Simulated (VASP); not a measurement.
# MnS (Fm-3m) in VASP: single point with PBE

Aim: the single point of MnS with PBE.

Everything below comes from runs of VASP 6.6.1. Logs are shortened: lines on timing, memory, paths and dates and some standing lists are left out, and cuts for length are marked.

## Step 1: The cell of the first run

Symmetry: Fm-3m, No. 225, cubic system. Conventional cell: a = 5.240 Å, b = 5.240 Å, c = 5.240 Å, α = 90.00°, β = 90.00°, γ = 90.00°. Within 3.5 Å of Mn (site symmetry m-3m) lie 6 S at 2.62 Å. Within 3.5 Å of S (site symmetry m-3m) lie 6 Mn at 2.62 Å.

## Step 2: Single point, PBE, collinear spin, ferromagnetic start

INCAR

```
PREC = Accurate
ENCUT = 520
EDIFF = 1E-7
ISMEAR = 0
SIGMA = 0.05
LREAL = False
LASPH = True
NELM = 150
ALGO = Normal
ISIF = 2
LWAVE = False
LCHARG = False
ISPIN = 2
MAGMOM = 4.5 4.5 0 0
LORBIT = 11
LMAXMIX = 4
GGA = PE
NBANDS = 31
ISYM = 0
```

KPOINTS

```
regular mesh
0
Gamma
  4 5 6
```

POSCAR

```
MnS
1.0
   -2.6200000000     -2.6200000000     -5.2400000000
    2.6200000000     -2.6200000000      0.0000000000
   -2.6200000000     -2.6200000000      0.0000000000
Mn S
2 2
Direct
    0.0000000000      0.0000000000      0.0000000000
    0.5000000000      0.5000000000      0.0000000000
    0.0000000000      0.5000000000      0.5000000000
    0.5000000000      0.0000000000      0.5000000000
```

Potentials or basis: VASP PAW PBE potentials, release 64 (Mn_pv, S).

Run with:

```
$ cat potpaw_PBE.64/Mn_pv/POTCAR potpaw_PBE.64/S/POTCAR > POTCAR
$ mpirun -np 1 vasp_std > vasp.out
```

OUTCAR:

```text
PREC = Accurate
   ENCUT = 520
   EDIFF = 1E-7
   ISMEAR = 0
   LREAL = False
   LASPH = True
   NELM = 150
   ISIF = 2
   ISPIN = 2
   LORBIT = 11
   GGA = PE
   ISYM = 0

 ion  position               nearest neighbor table
   1  0.000  0.000  0.000-   3 2.62   3 2.62   4 2.62   3 2.62   3 2.62   4 2.62
   2  0.500  0.500  0.000-   4 2.62   3 2.62   4 2.62   4 2.62   4 2.62   3 2.62
   3  0.000  0.500  0.500-   1 2.62   1 2.62   2 2.62   1 2.62   1 2.62   2 2.62
   4  0.500  0.000  0.500-   2 2.62   1 2.62   2 2.62   2 2.62   2 2.62   1 2.62

IMPORTANT INFORMATION: All symmetrisations will be switched off!
NOSYMM: (Re-)initialisation of all symmetry stuff for point group C_1.

----------------------------------------------------------------------------------------

                                     Primitive cell

  volume of cell :      71.9389

  direct lattice vectors                    reciprocal lattice vectors
    -2.620000000 -2.620000000 -5.240000000     0.000000000  0.000000000 -0.190839695
     2.620000000 -2.620000000  0.000000000     0.190839695 -0.190839695  0.000000000
    -2.620000000 -2.620000000  0.000000000    -0.190839695 -0.190839695  0.190839695

  length of vectors
     6.417663126  3.705239533  3.705239533     0.190839695  0.269888084  0.330544047

  position of ions in fractional coordinates (direct lattice)
     0.000000000  0.000000000  0.000000000
     0.500000000  0.500000000  0.000000000
     0.000000000  0.500000000  0.500000000
     0.500000000  0.000000000  0.500000000

  ion indices of the primitive-cell ions
   primitive index   ion index
                 1           1
                 2           2
                 3           3
                 4           4

----------------------------------------------------------------------------------------

 KPOINTS: regular mesh

Automatic generation of k-mesh.
 Grid dimensions read from file:
 generate k-points for:    4    5    6

 Generating k-lattice:

  Cartesian coordinates                     Fractional coordinates (reciprocal lattice)
     0.000000000  0.000000000 -0.047709924     0.250000000  0.000000000  0.000000000
     0.038167939 -0.038167939  0.000000000     0.000000000  0.200000000  0.000000000
    -0.031806616 -0.031806616  0.031806616     0.000000000  0.000000000  0.166666667

  Length of vectors
     0.047709924  0.053977617  0.055090675

  Shift w.r.t. Gamma in fractional coordinates (k-lattice)
     0.000000000  0.000000000  0.000000000

 -----------------------------------------------------------------------------
|                                                                             |
|           W    W    AA    RRRRR   N    N  II  N    N   GGGG   !!!           |
|           W    W   A  A   R    R  NN   N  II  NN   N  G    G  !!!           |
|           W    W  A    A  R    R  N N  N  II  N N  N  G       !!!           |
|           W WW W  AAAAAA  RRRRR   N  N N  II  N  N N  G  GGG   !            |
|           WW  WW  A    A  R   R   N   NN  II  N   NN  G    G                |
|           W    W  A    A  R    R  N    N  II  N    N   GGGG   !!!           |
|                                                                             |
|     Your reciprocal lattice and k-lattice belong to different lattice       |
|     classes:                                                                |
|                                                                             |
|        The reciprocal lattice is simple tetragonal,                         |
|        whereas your k-lattice is base centered orthorhombic.                |
|                                                                             |
|     Results are often still useful ...                                      |
|                                                                             |
 -----------------------------------------------------------------------------

 WARNING: IBZKPT: internal override: KBLOWUP is changed to .FALSE.
      ... skipping the blow-up phase ...

 Subroutine IBZKPT returns following result:
 ===========================================

 Found     62 irreducible k-points:

 Following reciprocal coordinates:
            Coordinates               Weight
  0.000000  0.000000  0.000000      1.000000
  0.250000  0.000000  0.000000      2.000000
  0.500000  0.000000  0.000000      1.000000
  0.000000  0.200000  0.000000      2.000000
  0.250000  0.200000  0.000000      2.000000
  0.500000  0.200000  0.000000      2.000000
[... 16 lines left out ...]
 -0.250000  0.400000  0.166667      2.000000
  0.000000 -0.400000  0.166667      2.000000
 [... further k-points ...]
   k-points           NKPTS =     62   k-points in BZ     NKDIM =     62   number of bands    NBANDS=     31
   number of dos      NEDOS =    301   number of ions     NIONS =      4
   total plane-waves  NPLWV =  37632
   dimension x,y,z NGX =    48 NGY =   28 NGZ =   28
   dimension x,y,z NGXF=    96 NGYF=   56 NGZF=   56
   ions per type =               2   2
   NGX,Y,Z   is equivalent  to a cutoff of  12.43, 12.56, 12.56 a.u.
   NGXF,Y,Z  is equivalent  to a cutoff of  24.87, 25.13, 25.13 a.u.
 SYSTEM =  unknown system
   PREC   = accura    normal or accurate (medium, high low for compatibility)
   ISTART =      0    job   : 0-new  1-cont  2-samecut
   ICHARG =      2    charge: 1-file 2-atom 10-const
   ISPIN  =      2    spin polarized calculation?
   LNONCOLLINEAR =      F non collinear calculations
   LSORBIT =      F    spin-orbit coupling
   LASPH  =      T    aspherical Exc in radial PAW
   ENCUT  =  520.0 eV  38.22 Ry    6.18 a.u.  11.93  6.89  6.89*2*pi/ulx,y,z
   NELM   =    150;   NELMIN=  2; NELMDL= -5     # of ELM steps
   EDIFF  = 0.1E-06   stopping-criterion for ELM
   LREAL  =      F    real-space projection
   EDIFFG = 0.1E-05   stopping-criterion for IOM
   NSW    =      0    number of steps for IOM
   IBRION =     -1    ionic relax: 0-MD 1-quasi-New 2-CG
   NFREE  =      0    steps in history (QN), initial steepest desc. (CG)
   ISIF   =      2    stress and relaxation
   ISYM   =      0    0-nonsym 1-usesym 2-fastsym
   POTIM  = 0.5000    time-step for ionic-motion
   TEBEG  =    0.0;   TEEND  =   0.0 temperature during run
   PSTRESS=    0.0 pullay stress
   NELECT =      38.0000    total number of electrons
   NUPDOWN=      -1.0000    fix difference up-down
   EMIN   =  10.00;   EMAX   =-10.00  energy-range for DOS
   EFERMI =   0.00;   METHOD = LEGACY
   ISMEAR =     0;   SIGMA  =   0.05  broadening in eV -4-tet -1-fermi 0-gaus
   EFERMI_NEDOS =   21; number of points for ismear=-14 and -15
   IALGO  =     38    algorithm
   IMIX   =      4    mixing-type and parameters
     AMIX     =   0.40;   BMIX     =  1.00
     AMIX_MAG =   1.60;   BMIX_MAG =  1.00
  volume/ion in A,a.u.               =      17.98       121.37
  Fermi-wavevector in a.u.,A,eV,Ry     =   1.323370  2.500807 23.828008  1.751309
  Thomas-Fermi vector in A             =   2.452983
   LORBIT       =     11    0 simple, 1 ext, 2 COOP (PROOUT), +10 PAW based schemes
   GGA     = PE    functional components
   LHFCALC =     F    Hartree Fock is set to
   AEXX    =    0.0000 exact exchange contribution
   IVDW    =     0    specifies the selected vdW correction
   LEPSILON=     F    determine dielectric tensor
   LRPA    =     F    only Hartree local field effects (RPA)
 spin polarized calculation
 Gauss-broadening in eV      SIGMA  =   0.05
  energy-cutoff  :      520.00
  volume of cell :       71.94
 maximum number of plane-waves:      1964
   NGX = 23   NGY = 13   NGZ = 13

 number of electron      37.9999996 magnetization       9.4962842

 Free energy of the ion-electron system (eV)
  ---------------------------------------------------
  ext. energy  EPLUGINS =         0.00000000
  ---------------------------------------------------
  free energy    TOTEN  =       -28.10067555 eV

  energy without entropy =      -28.09757121  energy(sigma->0) =      -28.09912338

 E-fermi :   6.5078     XC(G=0): -10.5528

 val. band max:        6.4935258488   @ k =   0.0000   0.2000   0.0000
 cond. band min:       6.5081946367   @ k =   0.5000   0.0000   0.1667
 fundamental gap:      0.0146687879
 Fermi energy:         6.5078469323

 spin component 1

 k-point     1 :       0.0000    0.0000    0.0000
  band No.  band energies     occupation
      1     -44.2800      1.00000
      2     -44.2780      1.00000
      3     -44.2764      1.00000
      4     -44.2753      1.00000
      5     -44.2751      1.00000
      6     -44.2715      1.00000
[... 23 lines left out ...]
     30      15.0042      0.00000
     31      16.4331      0.00000
[... 751 lines left out ...]
      1     -44.2806      1.00000
      2     -44.2799      1.00000
      3     -44.2784      1.00000
      4     -44.2770      1.00000
      5     -44.2743      1.00000
      6     -44.2735      1.00000
[... 23 lines left out ...]
     30      13.6872      0.00000
     31      14.2734      0.00000

 [... further k-points ...]

 spin component 2

 k-point     1 :       0.0000    0.0000    0.0000
  band No.  band energies     occupation
      1     -39.7225      1.00000
      2     -39.7212      1.00000
      3     -39.7186      1.00000
      4     -39.7173      1.00000
      5     -39.7070      1.00000
      6     -39.6978      1.00000
[... 23 lines left out ...]
     30      16.0138      0.00000
     31      16.9850      0.00000
[... 751 lines left out ...]
      1     -39.7248      1.00000
      2     -39.7240      1.00000
      3     -39.7214      1.00000
      4     -39.7205      1.00000
      5     -39.7029      1.00000
      6     -39.7008      1.00000
[... 23 lines left out ...]
     30      14.4631      0.00000
     31      15.2147      0.00000

 [... further k-points ...]

------------------------ aborting loop because EDIFF is reached ----------------------------------------

  FORCE on cell =-STRESS in cart. coord.  units (eV):
  Direction    XX          YY          ZZ          XY          YZ          ZX
  --------------------------------------------------------------------------------------
  -------------------------------------------------------------------------------------
  Total       -1.8423401     -1.8423422     -1.4480578     -0.0294830      0.0028545      0.0028527
  in kB      -41.0314165    -41.0314639    -32.2502145     -0.6566261      0.0635732      0.0635330
  external PRESSURE =     -38.1043650 kB  Pullay stress =       0.0000000 kB

 VOLUME and BASIS-vectors are now :
 -----------------------------------------------------------------------------
  energy-cutoff  :      520.00
  volume of cell :       71.94
      direct lattice vectors                 reciprocal lattice vectors
    -2.620000000 -2.620000000 -5.240000000     0.000000000  0.000000000 -0.190839695
     2.620000000 -2.620000000  0.000000000     0.190839695 -0.190839695  0.000000000
    -2.620000000 -2.620000000  0.000000000    -0.190839695 -0.190839695  0.190839695

 POSITION                                       TOTAL-FORCE (eV/Angst)
 -----------------------------------------------------------------------------------
      0.00000      0.00000      0.00000        -0.000000     -0.000000     -0.000000
      0.00000     -2.62000     -2.62000         0.000000      0.000000     -0.000000
      0.00000     -2.62000      0.00000         0.000000      0.000000      0.000000
     -2.62000     -2.62000     -2.62000        -0.000000     -0.000000      0.000000
 -----------------------------------------------------------------------------------
    total drift:                               -0.000000     -0.000000     -0.000001

  FREE ENERGIE OF THE ION-ELECTRON SYSTEM (eV)
  ---------------------------------------------------
  free  energy   TOTEN  =       -28.1006755513 eV

  energy  without entropy=      -28.0975712115  energy(sigma->0) =      -28.09912338

 total charge

# of ion       s       p       d       tot
------------------------------------------
    1        0.212   6.157   4.922  11.290
    2        0.212   6.157   4.922  11.290
    3        1.327   2.397   0.000   3.724
    4        1.327   2.397   0.000   3.724
--------------------------------------------------
tot          3.077  17.108   9.843  30.028

 magnetization (x)

# of ion       s       p       d       tot
------------------------------------------
    1        0.051   0.038   4.196   4.285
    2        0.051   0.038   4.196   4.285
    3        0.026   0.082   0.000   0.108
    4        0.026   0.082   0.000   0.108
--------------------------------------------------
tot          0.154   0.240   8.393   8.786
```

It took 1.9 min on 1 thread of Intel Xeon 6975P-C (Granite Rapids), shared host; peak memory 0.34 GiB.

Results:

```yaml
Free_energy: -28.1007 eV
Pressure: -3.8 GPa
Net_moment: 9.50 μB per cell
Site_moments: Mn +4.29; S +0.11 μB
Valence_electrons_inside_the_program's_atomic_spheres: Mn 11.29; S 3.72
```

Caveat: the cell stands under tension; semilocal functionals often make such compounds metallic where correlation or magnetic order opens a gap, which also shifts bond lengths; the run started ferromagnetic, and an antiferromagnetic order may lie lower in energy. With open d or f shells a metallic result of PBE can be an artefact of self-interaction; +U or a hybrid may open a gap.
